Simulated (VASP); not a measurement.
A run of VASP 6.6.1:

Contents of POSCAR:

```
AlGaN2
1.0
    3.0466507372      0.0000000000      0.0000000000
    0.0000000000      3.0466507372      0.0000000000
    0.0000000000      0.0000000000      4.3574803709
Al Ga N
1 1 2
Direct
    0.5000000000      0.5000000000      0.5000000000
    0.0000000000      0.0000000000      0.0000000000
    0.5000000000      0.0000000000      0.7382648100
    0.0000000000      0.5000000000      0.2617351900
```

The input INCAR.step1:

```
SYSTEM = AlGaN2
PREC = Accurate ; ENCUT = 520
ISMEAR = 0 ; SIGMA = 0.05
LREAL = .False. ; LASPH = .True.
NELM = 60 ; NBANDS = 21
GGA = PE ; ALGO = Normal
EDIFF = 1E-4 ; LWAVE = .True.
LCHARG = .False.
```

INCAR.step2

```
SYSTEM = AlGaN2
PREC = Accurate ; ENCUT = 520
EDIFF = 1E-6 ; ISMEAR = 0
SIGMA = 0.05 ; LREAL = .False.
LASPH = .True. ; NELM = 60
ALGO = Normal ; ISIF = 2
LWAVE = .False. ; LCHARG = .False.
METAGGA = R2SCAN ; LMIXTAU = .True.
NBANDS = 21 ; ISTART = 1
```

The input KPOINTS:

```
regular mesh
0
Gamma
  8 8 6
  0 0 0
```

Potentials or basis: VASP PAW PBE potentials, release 64 (Al, Ga_d, N).

Run with:

```bash
$ cat potpaw_PBE.64/Al/POTCAR potpaw_PBE.64/Ga_d/POTCAR potpaw_PBE.64/N/POTCAR > POTCAR
$ cp INCAR.step1 INCAR
$ mpirun -np 1 vasp_std > vasp.out
$ cp INCAR.step2 INCAR
$ mpirun -np 1 vasp_std > vasp.out
```

Hardware: 1 thread of AMD EPYC 7R43 64-Core Processor (Zen 3), with other jobs on the host.

Problem. Estimate the wall time of this run.

Solution. Wall time 3.6 min on 1 thread of AMD EPYC 7R43 64-Core Processor (Zen 3) (shared host), peak memory 0.15 GiB. Counts: k points 60.
